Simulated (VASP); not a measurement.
# Cu5Mo (P4/mmm) in VASP: further runs

Cu5Mo is run at these levels: PBE; tasks: single point.

Everything below comes from runs of VASP 6.6.1. Logs are shortened: lines on timing, memory, paths and dates and some standing lists are left out, and cuts for length are marked.

### Step 1. The cell of the first run

The structure is tetragonal, space group P4/mmm (No. 123). The conventional cell has a = 5.319 Å, b = 5.319 Å, c = 4.751 Å, α = 90.00°, β = 90.00°, γ = 90.00°. Within 2.9 Å of Cu (site symmetry m2m) lie 3 Cu at 2.16 to 2.24 Å and 2 Mo at 2.87 Å. Cu (site symmetry 4/mmm) has 2 Mo at 2.38 Å within 3.1 Å. Within 3.1 Å of Mo (site symmetry 4/mmm) lie 10 Cu at 2.38 to 2.87 Å.

The cell was built from a structure type or drawn by symmetry, and may not be a known phase.

### Step 2. Single point, PBE

INCAR reads:

```
PREC = Accurate
ENCUT = 600
EDIFF = 1E-6
ISMEAR = 0
SIGMA = 0.2
LREAL = F
LASPH = T
NELM = 120
ALGO = Normal
ISIF = 2
LWAVE = F
LCHARG = F
GGA = PE
NBANDS = 44
GGA_COMPAT = F
```

KPOINTS reads:

```
Automatic mesh
0
Gamma
  3 3 4
```

POSCAR reads:

```
Cu5Mo
1.0
    5.3190230290      0.0000000000      0.0000000000
    0.0000000000      5.3190230290      0.0000000000
    0.0000000000      0.0000000000      4.7505898149
Cu Mo
5 1
Direct
    0.2026720856      0.5000000000      0.0000000000
    0.7973279144      0.5000000000      0.0000000000
    0.5000000000      0.2026720856      0.0000000000
    0.5000000000      0.7973279144      0.0000000000
    0.0000000000      0.0000000000      0.5000000000
    0.0000000000      0.0000000000      0.0000000000
```

Potentials or basis: VASP PAW PBE potentials, release 64 (Cu, Mo_sv).

On the command line:

```sh
$ cat potpaw_PBE.64/Cu/POTCAR potpaw_PBE.64/Mo_sv/POTCAR > POTCAR
$ mpirun -np 1 vasp_std > vasp.out
```

OUTCAR:

```text
PREC = Accurate
   ENCUT = 600
   EDIFF = 1E-6
   ISMEAR = 0
   LREAL = F
   LASPH = T
   NELM = 120
   ISIF = 2
   GGA = PE

 ion  position               nearest neighbor table
   1  0.203  0.500  0.000-   2 2.16   3 2.24   4 2.24   6 2.87   6 2.87
   2  0.797  0.500  0.000-   1 2.16   3 2.24   4 2.24   6 2.87   6 2.87
   3  0.500  0.203  0.000-   4 2.16   2 2.24   1 2.24   6 2.87   6 2.87
   4  0.500  0.797  0.000-   3 2.16   2 2.24   1 2.24   6 2.87   6 2.87
   5  0.000  0.000  0.500-   6 2.38   6 2.38
   6  0.000  0.000  0.000-   5 2.38   5 2.38   3 2.87   4 2.87   1 2.87   2 2.87   1 2.87   2 2.87
                             3 2.87   4 2.87

  LATTYP: Found a simple tetragonal cell.
 ALAT       =     5.3190230290
 C/A-ratio  =     0.8931320261

  Lattice vectors:

 A1 = (   5.3190230290,   0.0000000000,   0.0000000000)
 A2 = (   0.0000000000,   5.3190230290,   0.0000000000)
 A3 = (   0.0000000000,   0.0000000000,   4.7505898149)

Analysis of symmetry for initial positions (statically):
=====================================================================
 Subroutine PRICEL returns:
 Original cell was already a primitive cell.

 Routine SETGRP: Setting up the symmetry group for a
 simple tetragonal supercell.

 Subroutine GETGRP returns: Found 16 space group operations
 (whereof 16 operations were pure point group operations)
 out of a pool of 16 trial point group operations.

The static configuration has the point symmetry D_4h.

Analysis of symmetry for dynamics (positions and initial velocities):
=====================================================================
 Subroutine PRICEL returns:
 Original cell was already a primitive cell.

 Routine SETGRP: Setting up the symmetry group for a
 simple tetragonal supercell.

 Subroutine GETGRP returns: Found 16 space group operations
 (whereof 16 operations were pure point group operations)
 out of a pool of 16 trial point group operations.

The dynamic configuration has the point symmetry D_4h.

 Subroutine INISYM returns: Found 16 space group operations
 (whereof 16 operations are pure point group operations),
 and found     1 'primitive' translations

----------------------------------------------------------------------------------------

                                     Primitive cell

  volume of cell :     134.4037

  direct lattice vectors                    reciprocal lattice vectors
     5.319023029  0.000000000  0.000000000     0.188004450  0.000000000  0.000000000
     0.000000000  5.319023029  0.000000000     0.000000000  0.188004450  0.000000000
     0.000000000  0.000000000  4.750589815     0.000000000  0.000000000  0.210500178

  length of vectors
     5.319023029  5.319023029  4.750589815     0.188004450  0.188004450  0.210500178

  position of ions in fractional coordinates (direct lattice)
     0.202672086  0.500000000  0.000000000
     0.797327914  0.500000000  0.000000000
     0.500000000  0.202672086  0.000000000
     0.500000000  0.797327914  0.000000000
     0.000000000  0.000000000  0.500000000
     0.000000000  0.000000000  0.000000000

  ion indices of the primitive-cell ions
   primitive index   ion index
                 1           1
                 2           2
                 3           3
                 4           4
                 5           5
                 6           6

----------------------------------------------------------------------------------------

 KPOINTS: Automatic mesh

Automatic generation of k-mesh.
 Grid dimensions read from file:
 generate k-points for:    3    3    4

 Generating k-lattice:

  Cartesian coordinates                     Fractional coordinates (reciprocal lattice)
     0.062668150  0.000000000  0.000000000     0.333333333  0.000000000  0.000000000
     0.000000000  0.062668150  0.000000000     0.000000000  0.333333333  0.000000000
     0.000000000  0.000000000  0.052625044     0.000000000  0.000000000  0.250000000

  Length of vectors
     0.062668150  0.062668150  0.052625044

  Shift w.r.t. Gamma in fractional coordinates (k-lattice)
     0.000000000  0.000000000  0.000000000

 Subroutine IBZKPT returns following result:
 ===========================================

 Found      9 irreducible k-points:

 Following reciprocal coordinates:
            Coordinates               Weight
  0.000000  0.000000  0.000000      1.000000
  0.333333  0.000000  0.000000      4.000000
  0.333333  0.333333  0.000000      4.000000
  0.000000  0.000000  0.250000      2.000000
  0.333333  0.000000  0.250000      8.000000
  0.333333  0.333333  0.250000      8.000000
  0.000000  0.000000  0.500000      1.000000
  0.333333  0.000000  0.500000      4.000000
  0.333333  0.333333  0.500000      4.000000
   k-points           NKPTS =      9   k-points in BZ     NKDIM =      9   number of bands    NBANDS=     44
   number of dos      NEDOS =    301   number of ions     NIONS =      6
   total plane-waves  NPLWV =  70560
   dimension x,y,z NGX =    42 NGY =   42 NGZ =   40
   dimension x,y,z NGXF=    84 NGYF=   84 NGZF=   80
   ions per type =               5   1
   NGX,Y,Z   is equivalent  to a cutoff of  13.13, 13.13, 14.00 a.u.
   NGXF,Y,Z  is equivalent  to a cutoff of  26.25, 26.25, 28.00 a.u.
 SYSTEM =  unknown system
   PREC   = accura    normal or accurate (medium, high low for compatibility)
   ISTART =      0    job   : 0-new  1-cont  2-samecut
   ICHARG =      2    charge: 1-file 2-atom 10-const
   ISPIN  =      1    spin polarized calculation?
   LNONCOLLINEAR =      F non collinear calculations
   LSORBIT =      F    spin-orbit coupling
   LASPH  =      T    aspherical Exc in radial PAW
   ENCUT  =  600.0 eV  44.10 Ry    6.64 a.u.  10.62 10.62  9.49*2*pi/ulx,y,z
   NELM   =    120;   NELMIN=  2; NELMDL= -5     # of ELM steps
   EDIFF  = 0.1E-05   stopping-criterion for ELM
   LREAL  =      F    real-space projection
   EDIFFG = 0.1E-04   stopping-criterion for IOM
   NSW    =      0    number of steps for IOM
   IBRION =     -1    ionic relax: 0-MD 1-quasi-New 2-CG
   NFREE  =      0    steps in history (QN), initial steepest desc. (CG)
   ISIF   =      2    stress and relaxation
   ISYM   =      2    0-nonsym 1-usesym 2-fastsym
   POTIM  = 0.5000    time-step for ionic-motion
   TEBEG  =    0.0;   TEEND  =   0.0 temperature during run
   PSTRESS=    0.0 pullay stress
   NELECT =      69.0000    total number of electrons
   NUPDOWN=      -1.0000    fix difference up-down
   EMIN   =  10.00;   EMAX   =-10.00  energy-range for DOS
   EFERMI =   0.00;   METHOD = LEGACY
   ISMEAR =     0;   SIGMA  =   0.20  broadening in eV -4-tet -1-fermi 0-gaus
   EFERMI_NEDOS =   21; number of points for ismear=-14 and -15
   IALGO  =     38    algorithm
   IMIX   =      4    mixing-type and parameters
     AMIX     =   0.40;   BMIX     =  1.00
     AMIX_MAG =   1.60;   BMIX_MAG =  1.00
  volume/ion in A,a.u.               =      22.40       151.17
  Fermi-wavevector in a.u.,A,eV,Ry     =   1.310853  2.477154 23.379387  1.718336
  Thomas-Fermi vector in A             =   2.441355
   LORBIT       =      0    0 simple, 1 ext, 2 COOP (PROOUT), +10 PAW based schemes
   GGA     = PE    functional components
   LHFCALC =     F    Hartree Fock is set to
   AEXX    =    0.0000 exact exchange contribution
   IVDW    =     0    specifies the selected vdW correction
   LEPSILON=     F    determine dielectric tensor
   LRPA    =     F    only Hartree local field effects (RPA)
 non-spin polarized calculation
 Gauss-broadening in eV      SIGMA  =   0.20
  energy-cutoff  :      600.00
  volume of cell :      134.40
 maximum number of plane-waves:      4499
 NGX is ok and might be reduce to    42
   NGX = 21   NGY = 21   NGZ = 19

 number of electron      68.9999923 magnetization

 Free energy of the ion-electron system (eV)
  ---------------------------------------------------
  ext. energy  EPLUGINS =         0.00000000
  ---------------------------------------------------
  free energy    TOTEN  =       -21.34091079 eV

  energy without entropy =      -21.20775264  energy(sigma->0) =      -21.27433171

 E-fermi :   2.4468     XC(G=0):  -9.2119

 val. band max:        2.4017563650   @ k =   0.3333   0.3333   0.0000
 cond. band min:       2.5552644745   @ k =   0.3333   0.3333   0.5000
 fundamental gap:      0.1535081096
 Fermi energy:         2.4467508234

 k-point     1 :       0.0000    0.0000    0.0000
  band No.  band energies     occupation
      1     -58.3004      2.00000
      2     -32.4401      2.00000
      3     -32.3383      2.00000
      4     -32.3383      2.00000
      5      -3.6883      2.00000
      6      -1.9054      2.00000
[... 36 lines left out ...]
     43       8.7457      0.00000
     44       9.1795      0.00000

 k-point     2 :       0.3333    0.0000    0.0000
  band No.  band energies     occupation
      1     -58.3004      2.00000
      2     -32.4401      2.00000
      3     -32.3389      2.00000
      4     -32.3382      2.00000
      5      -3.0620      2.00000
      6      -1.9269      2.00000
[... 36 lines left out ...]
     43       7.8096      0.00000
     44       8.6615      0.00000

 k-point     3 :       0.3333    0.3333    0.0000
  band No.  band energies     occupation
      1     -58.3004      2.00000
      2     -32.4401      2.00000
      3     -32.3388      2.00000
      4     -32.3388      2.00000
      5      -2.4942      2.00000
      6      -1.8402      2.00000
[... 36 lines left out ...]
     43       8.5695      0.00000
     44       8.7798      0.00000

 k-point     4 :       0.0000    0.0000    0.2500
  band No.  band energies     occupation
      1     -58.3000      2.00000
      2     -32.4484      2.00000
      3     -32.3385      2.00000
      4     -32.3385      2.00000
      5      -3.5386      2.00000
      6      -1.7290      2.00000
[... 177 lines left out ...]
     43       8.2123      0.00000
     44       8.2123      0.00000

 k-point     8 :       0.3333    0.0000    0.5000
  band No.  band energies     occupation
      1     -58.2995      2.00000
      2     -32.4568      2.00000
      3     -32.3393      2.00000
      4     -32.3385      2.00000
      5      -2.7895      2.00000
      6      -1.5589      2.00000
[... 36 lines left out ...]
     43       8.0992      0.00000
     44       8.5828      0.00000

 k-point     9 :       0.3333    0.3333    0.5000
  band No.  band energies     occupation
      1     -58.2995      2.00000
      2     -32.4568      2.00000
      3     -32.3391      2.00000
      4     -32.3391      2.00000
      5      -2.2453      2.00000
      6      -1.4604      2.00000
[... 36 lines left out ...]
     43       8.7041      0.00000
     44       9.2366      0.00000

------------------------ aborting loop because EDIFF is reached ----------------------------------------

  FORCE on cell =-STRESS in cart. coord.  units (eV):
  Direction    XX          YY          ZZ          XY          YZ          ZX
  --------------------------------------------------------------------------------------
  -------------------------------------------------------------------------------------
  Total        0.5114679      0.5114679      0.0089641      0.0000000      0.0000000      0.0000000
  in kB        6.0970211      6.0970211      0.1068575      0.0000000      0.0000000      0.0000000
  external PRESSURE =       4.1002999 kB  Pullay stress =       0.0000000 kB

 VOLUME and BASIS-vectors are now :
 -----------------------------------------------------------------------------
  energy-cutoff  :      600.00
  volume of cell :      134.40
      direct lattice vectors                 reciprocal lattice vectors
     5.319023029  0.000000000  0.000000000     0.188004450  0.000000000  0.000000000
     0.000000000  5.319023029  0.000000000     0.000000000  0.188004450  0.000000000
     0.000000000  0.000000000  4.750589815     0.000000000  0.000000000  0.210500178

 POSITION                                       TOTAL-FORCE (eV/Angst)
 -----------------------------------------------------------------------------------
      1.07802      2.65951      0.00000         0.014401     -0.000000      0.000000
      4.24101      2.65951      0.00000        -0.014401      0.000000      0.000000
      2.65951      1.07802      0.00000        -0.000000      0.014401     -0.000000
      2.65951      4.24101      0.00000         0.000000     -0.014401     -0.000000
      0.00000      0.00000      2.37529         0.000000      0.000000      0.000000
      0.00000      0.00000      0.00000         0.000000      0.000000      0.000000
 -----------------------------------------------------------------------------------
    total drift:                                0.000000      0.000000      0.000000

  FREE ENERGIE OF THE ION-ELECTRON SYSTEM (eV)
  ---------------------------------------------------
  free  energy   TOTEN  =       -21.3409107879 eV

  energy  without entropy=      -21.2077526368  energy(sigma->0) =      -21.27433171
```

Run time: 80 s. Hardware: 1 thread of AMD EPYC 9R45 (Zen 5), shared host; peak memory 0.24 GiB.

Results:

```
Free energy            : -21.3409 eV
Pressure               : 0.4 GPa
Largest force          : 0.014 eV/Å
Band gap on the k mesh : zero (an odd number of electrons rules out a gap without spin polarisation)
```

Forces in eV/Å, atoms in the order of the input:
```
Cu   0.014  0.000  0.000
Cu  -0.014  0.000  0.000
Cu   0.000  0.014  0.000
Cu   0.000 -0.014  0.000
Cu   0.000  0.000  0.000
Mo   0.000  0.000  0.000
```

Caveat: the k points lie up to 0.39 Å⁻¹ apart, too coarse for converged energies and pressures of a metal.

(Part 1 of 2 ends here.)
